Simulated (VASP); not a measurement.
# Ir2Rh3 (P-3m1) in VASP: single point with PBE

Aim: the single point of Ir2Rh3 with PBE.

All numbers are computed with VASP 6.6.1; they aren't measurements. Logs are shortened: lines on timing, memory, paths and dates and some standing lists are left out, and cuts for length are marked.

### 1 The cell of the first run

It takes space group P-3m1 (No. 164, trigonal). The conventional cell has a = 2.736 Å, b = 2.736 Å, c = 22.046 Å, α = 90.00°, β = 90.00°, γ = 120.00°. Ir (site symmetry 3m) has 12 Ir at 2.73 to 2.74 Å within 3.6 Å. Within 3.6 Å of Ir (site symmetry 3m) lie 3 Rh at 2.71 Å and 9 Ir at 2.73 to 2.74 Å. Rh (site symmetry 3m) has 9 Rh at 2.71 to 2.74 Å and 3 Ir at 2.71 Å within 3.6 Å. Within 3.6 Å of Rh (site symmetry 3m) lie 12 Rh at 2.70 to 2.74 Å. Rh (site symmetry 3m) has 12 Rh at 2.70 to 2.74 Å within 3.6 Å.

### 2 Single point, PBE

POSCAR reads:

```
Ir2Rh3
1.0
    2.7362186823      0.0000000000      0.0000000000
   -1.3681093412      2.3696348892      0.0000000000
    0.0000000000      0.0000000000     22.0459708999
Ir Rh
4 6
Direct
    0.3333333333      0.6666666667      0.9492691465
    0.3333333333      0.6666666667      0.1514532618
    0.6666666667      0.3333333333      0.8485467382
    0.6666666667      0.3333333333      0.0507308535
    0.3333333333      0.6666666667      0.7485189390
    0.3333333333      0.6666666667      0.3513025076
    0.3333333333      0.6666666667      0.5495972829
    0.6666666667      0.3333333333      0.2514810610
    0.6666666667      0.3333333333      0.4504027171
    0.6666666667      0.3333333333      0.6486974924
```

INCAR.step1 reads:

```
SYSTEM = Ir2Rh3
  PREC = Accurate
  ENCUT = 400
  EDIFF = 1E-6
  ISMEAR = 0
  SIGMA = 0.1
  LREAL = .False.
  LASPH = .True.
  NELM = 300
  ALGO = Normal
  ISIF = 2
  LWAVE = .False.
  LCHARG = .True.
  LMAXMIX = 4
  GGA = PE
  NBANDS = 74
  GGA_COMPAT = .False.
  NEDOS = 2001
  LORBIT = 11
  AMIX = 0.1
  BMIX = 1E-4
  AMIX_MAG = 0.4
  BMIX_MAG = 1E-4
  KPAR = 4
```

KPOINTS.step1 reads:

```
regular mesh
0
Gamma
  18 18 2
  0 0 0
```

INCAR.step2 reads:

```
SYSTEM = Ir2Rh3
  PREC = Accurate
  ENCUT = 400
  EDIFF = 1E-6
  ISMEAR = -5
  SIGMA = 0.1
  LREAL = .False.
  LASPH = .True.
  NELM = 120
  ALGO = Normal
  ISIF = 2
  LWAVE = .False.
  LCHARG = .False.
  LMAXMIX = 4
  GGA = PE
  LORBIT = 10
  NBANDS = 74
  NEDOS = 2001
  ICHARG = 11
  GGA_COMPAT = .False.
  KPAR = 4
```

KPOINTS.step2 reads:

```
regular mesh
0
Gamma
  27 27 3
  0 0 0
```

Potentials or basis: VASP PAW PBE potentials, release 64 (Ir, Rh_pv).

Command:

```sh
cat potpaw_PBE.64/Ir/POTCAR potpaw_PBE.64/Rh_pv/POTCAR > POTCAR
cp INCAR.step1 INCAR
cp KPOINTS.step1 KPOINTS
mpirun -np 4 vasp_std > vasp.out
cp INCAR.step2 INCAR
cp KPOINTS.step2 KPOINTS
mpirun -np 4 vasp_std > vasp.out
```

OUTCAR:

```text
SYSTEM = Ir2Rh3
   PREC = Accurate
   ENCUT = 400
   EDIFF = 1E-6
   ISMEAR = -5
   LREAL = .False.
   LASPH = .True.
   NELM = 120
   ISIF = 2
   GGA = PE
   LORBIT = 10
   ICHARG = 11

 ion  position               nearest neighbor table
   1  0.333  0.667  0.949-   3 2.73   3 2.73   3 2.73   4 2.74   4 2.74   4 2.74
   2  0.333  0.667  0.151-   8 2.71   8 2.71   8 2.71   4 2.73   4 2.73   4 2.73
   3  0.667  0.333  0.849-   5 2.71   5 2.71   5 2.71   1 2.73   1 2.73   1 2.73
   4  0.667  0.333  0.051-   2 2.73   2 2.73   2 2.73   1 2.74   1 2.74   1 2.74
   5  0.333  0.667  0.749-  10 2.71  10 2.71  10 2.71   3 2.71   3 2.71   3 2.71
   6  0.333  0.667  0.351-   9 2.70   9 2.70   9 2.70   8 2.71   8 2.71   8 2.71
   7  0.333  0.667  0.550-  10 2.70  10 2.70  10 2.70   9 2.70   9 2.70   9 2.70
   8  0.667  0.333  0.251-   6 2.71   6 2.71   6 2.71   2 2.71   2 2.71   2 2.71
   9  0.667  0.333  0.450-   6 2.70   6 2.70   6 2.70   7 2.70   7 2.70   7 2.70
  10  0.667  0.333  0.649-   7 2.70   7 2.70   7 2.70   5 2.71   5 2.71   5 2.71

  LATTYP: Found a hexagonal cell.
 ALAT       =     2.7362186823
 C/A-ratio  =     8.0570939167

  Lattice vectors:

 A1 = (   2.7362186823,   0.0000000000,   0.0000000000)
 A2 = (  -1.3681093412,   2.3696348892,   0.0000000000)
 A3 = (   0.0000000000,   0.0000000000,  22.0459708999)

Analysis of symmetry for initial positions (statically):
=====================================================================
 Subroutine PRICEL returns:
 Original cell was already a primitive cell.

 Routine SETGRP: Setting up the symmetry group for a
 hexagonal supercell.

 Subroutine GETGRP returns: Found 12 space group operations
 (whereof 12 operations were pure point group operations)
 out of a pool of 24 trial point group operations.

The static configuration has the point symmetry D_3d.

Analysis of symmetry for dynamics (positions and initial velocities):
=====================================================================
 Subroutine PRICEL returns:
 Original cell was already a primitive cell.

 Routine SETGRP: Setting up the symmetry group for a
 hexagonal supercell.

 Subroutine GETGRP returns: Found 12 space group operations
 (whereof 12 operations were pure point group operations)
 out of a pool of 24 trial point group operations.

The dynamic configuration has the point symmetry D_3d.

 Subroutine INISYM returns: Found 12 space group operations
 (whereof 12 operations are pure point group operations),
 and found     1 'primitive' translations

----------------------------------------------------------------------------------------

                                     Primitive cell

  volume of cell :     142.9425

  direct lattice vectors                    reciprocal lattice vectors
     2.736218682  0.000000000  0.000000000     0.365467865  0.211002970  0.000000000
    -1.368109341  2.369634889  0.000000000     0.000000000  0.422005940  0.000000000
     0.000000000  0.000000000 22.045970900     0.000000000  0.000000000  0.045359762

  length of vectors
     2.736218682  2.736218682 22.045970900     0.422005940  0.422005940  0.045359762

  position of ions in fractional coordinates (direct lattice)
     0.333333333  0.666666667  0.949269147
     0.333333333  0.666666667  0.151453262
     0.666666667  0.333333333  0.848546738
     0.666666667  0.333333333  0.050730853
     0.333333333  0.666666667  0.748518939
     0.333333333  0.666666667  0.351302508
     0.333333333  0.666666667  0.549597283
     0.666666667  0.333333333  0.251481061
     0.666666667  0.333333333  0.450402717
     0.666666667  0.333333333  0.648697492

  ion indices of the primitive-cell ions
   primitive index   ion index
                 1           1
                 2           2
                 3           3
                 4           4
                 5           5
                 6           6
                 7           7
                 8           8
                 9           9
                10          10

----------------------------------------------------------------------------------------

 KPOINTS: regular mesh

Automatic generation of k-mesh.
 Grid dimensions read from file:
 generate k-points for:   27   27    3

 Generating k-lattice:

  Cartesian coordinates                     Fractional coordinates (reciprocal lattice)
     0.013535847  0.007814925  0.000000000     0.037037037  0.000000000  0.000000000
     0.000000000  0.015629850  0.000000000     0.000000000  0.037037037  0.000000000
     0.000000000  0.000000000  0.015119921     0.000000000  0.000000000  0.333333333

  Length of vectors
     0.015629850  0.015629850  0.015119921

  Shift w.r.t. Gamma in fractional coordinates (k-lattice)
     0.000000000  0.000000000  0.000000000

 TETIRR: Found   3156 inequivalent tetrahedra from    13122

 Subroutine IBZKPT returns following result:
 ===========================================

 Found    211 irreducible k-points:

 Following reciprocal coordinates:
            Coordinates               Weight
  0.000000  0.000000  0.000000      1.000000
  0.037037  0.000000  0.000000      6.000000
  0.074074  0.000000  0.000000      6.000000
  0.111111  0.000000  0.000000      6.000000
  0.148148  0.000000  0.000000      6.000000
  0.185185  0.000000  0.000000      6.000000
[... 16 lines left out ...]
  0.333333  0.037037  0.000000     12.000000
  0.370370  0.037037  0.000000     12.000000
 [... further k-points ...]
   k-points           NKPTS =    211   k-points in BZ     NKDIM =    211   number of bands    NBANDS=     74
   number of dos      NEDOS =   2001   number of ions     NIONS =     10
   total plane-waves  NPLWV =  46656
   dimension x,y,z NGX =    18 NGY =   18 NGZ =  144
   dimension x,y,z NGXF=    36 NGYF=   36 NGZF=  288
   ions per type =               4   6
   NGX,Y,Z   is equivalent  to a cutoff of  10.94, 10.94, 10.86 a.u.
   NGXF,Y,Z  is equivalent  to a cutoff of  21.87, 21.87, 21.72 a.u.
 SYSTEM =  Ir2Rh3
   PREC   = accura    normal or accurate (medium, high low for compatibility)
   ISTART =      0    job   : 0-new  1-cont  2-samecut
   ICHARG =     11    charge: 1-file 2-atom 10-const
   ISPIN  =      1    spin polarized calculation?
   LNONCOLLINEAR =      F non collinear calculations
   LSORBIT =      F    spin-orbit coupling
   LASPH  =      T    aspherical Exc in radial PAW
   ENCUT  =  400.0 eV  29.40 Ry    5.42 a.u.   4.46  4.46 35.95*2*pi/ulx,y,z
   NELM   =    120;   NELMIN=  2; NELMDL=  0     # of ELM steps
   EDIFF  = 0.1E-05   stopping-criterion for ELM
   LREAL  =      F    real-space projection
[... 7 lines left out ...]
   TEBEG  =    0.0;   TEEND  =   0.0 temperature during run
   PSTRESS=    0.0 pullay stress
   NELECT =     126.0000    total number of electrons
   NUPDOWN=      -1.0000    fix difference up-down
   EMIN   =  10.00;   EMAX   =-10.00  energy-range for DOS
   EFERMI =   0.00;   METHOD = LEGACY
   ISMEAR =    -5;   SIGMA  =   0.10  broadening in eV -4-tet -1-fermi 0-gaus
   EFERMI_NEDOS =   21; number of points for ismear=-14 and -15
   IALGO  =     38    algorithm
   IMIX   =      4    mixing-type and parameters
     AMIX     =   0.40;   BMIX     =  1.00
     AMIX_MAG =   1.60;   BMIX_MAG =  1.00
  volume/ion in A,a.u.               =      14.29        96.46
  Fermi-wavevector in a.u.,A,eV,Ry     =   1.569680  2.966266 33.523341  2.463896
  Thomas-Fermi vector in A             =   2.671527
   LORBIT       =     10    0 simple, 1 ext, 2 COOP (PROOUT), +10 PAW based schemes
   GGA     = PE    functional components
   LHFCALC =     F    Hartree Fock is set to
   AEXX    =    0.0000 exact exchange contribution
   IVDW    =     0    specifies the selected vdW correction
   LEPSILON=     F    determine dielectric tensor
   LRPA    =     F    only Hartree local field effects (RPA)
 non-spin polarized calculation
 Fermi weights with tetrahedron method with Bloechl corrections
  energy-cutoff  :      400.00
  volume of cell :      142.94
 maximum number of plane-waves:      2646
 NGX is ok and might be reduce to    18

 number of electron     125.9999946 magnetization

 Free energy of the ion-electron system (eV)
  ---------------------------------------------------
  ext. energy  EPLUGINS =         0.00000000
  ---------------------------------------------------
  free energy    TOTEN  =       -78.46514013 eV

  energy without entropy =      -78.46514013  energy(sigma->0) =      -78.46514013

 E-fermi :  10.9152     XC(G=0): -13.8417

 val. band max:       10.9630702351   @ k =   0.4815   0.0370   0.0000
 cond. band min:      10.8724078081   @ k =   0.0370   0.0000   0.0000
 fundamental gap:     -0.0906624270
 Fermi energy:        10.9152039470

 k-point     1 :       0.0000    0.0000    0.0000
  band No.  band energies     occupation
      1     -36.1672      2.00000
      2     -36.0782      2.00000
      3     -35.9667      2.00000
      4     -35.8138      2.00000
      5     -35.6485      2.00000
      6     -35.5968      2.00000
[... 66 lines left out ...]
     73      11.0207      0.00000
     74      11.0849      0.00000
[... 1769 lines left out ...]
     73      11.8630      0.00000
     74      13.5324      0.00000

 [... further k-points ...]

------------------------ aborting loop because EDIFF is reached ----------------------------------------

  FORCE on cell =-STRESS in cart. coord.  units (eV):
  Direction    XX          YY          ZZ          XY          YZ          ZX
  --------------------------------------------------------------------------------------
  -------------------------------------------------------------------------------------
  Total       -0.7040941     -0.7040941     -0.5531125      0.0000000      0.0000000      0.0000000
  in kB       -7.8918681     -7.8918681     -6.1995846      0.0000000      0.0000000      0.0000000
  external PRESSURE =      -7.3277736 kB  Pullay stress =       0.0000000 kB

 VOLUME and BASIS-vectors are now :
 -----------------------------------------------------------------------------
  energy-cutoff  :      400.00
  volume of cell :      142.94
      direct lattice vectors                 reciprocal lattice vectors
     2.736218682  0.000000000  0.000000000     0.365467865  0.211002970  0.000000000
    -1.368109341  2.369634889  0.000000000     0.000000000  0.422005940  0.000000000
     0.000000000  0.000000000 22.045970900     0.000000000  0.000000000  0.045359762

 POSITION                                       TOTAL-FORCE (eV/Angst)
 -----------------------------------------------------------------------------------
     -0.00000      1.57976     20.92756         0.000000     -0.000000      0.009404
     -0.00000      1.57976      3.33893        -0.000000     -0.000000      0.015993
      1.36811      0.78988     18.70704        -0.000000      0.000000     -0.015993
      1.36811      0.78988      1.11841        -0.000000      0.000000     -0.009404
     -0.00000      1.57976     16.50183        -0.000000      0.000000     -0.017221
     -0.00000      1.57976      7.74480        -0.000000     -0.000000      0.006372
     -0.00000      1.57976     12.11641         0.000000     -0.000000      0.002896
      1.36811      0.78988      5.54414         0.000000     -0.000000      0.017221
      1.36811      0.78988      9.92957        -0.000000      0.000000     -0.002896
      1.36811      0.78988     14.30117         0.000000      0.000000     -0.006372
 -----------------------------------------------------------------------------------
    total drift:                               -0.000000      0.000000      0.000000

  FREE ENERGIE OF THE ION-ELECTRON SYSTEM (eV)
  ---------------------------------------------------
  free  energy   TOTEN  =       -78.4651401283 eV

  energy  without entropy=      -78.4651401283  energy(sigma->0) =      -78.46514013

 total charge

# of ion       s       p       d       tot
------------------------------------------
    1        0.659   0.714   6.959   8.331
    2        0.666   0.699   6.925   8.290
    3        0.666   0.699   6.925   8.290
    4        0.659   0.714   6.959   8.331
    5        0.390   6.293   7.065  13.749
    6        0.396   6.282   7.053  13.731
    7        0.397   6.283   7.059  13.739
    8        0.390   6.293   7.065  13.749
    9        0.397   6.283   7.059  13.739
   10        0.396   6.282   7.053  13.731
--------------------------------------------------
tot          5.017  40.542  70.120 115.679
```

Wall time 13 min (4 MPI ranks of AMD EPYC 9R45 (Zen 5), shared host); peak memory 1 GiB.

Results:

| Item | Value |
| --- | --- |
| Valence electrons inside the program's atomic spheres | Ir 8.33, 8.29 (each value once); Rh 13.75, 13.73, 13.74 (each value once) |

Caveat: spin-orbit coupling is left out, which moves the levels of the heavy elements.
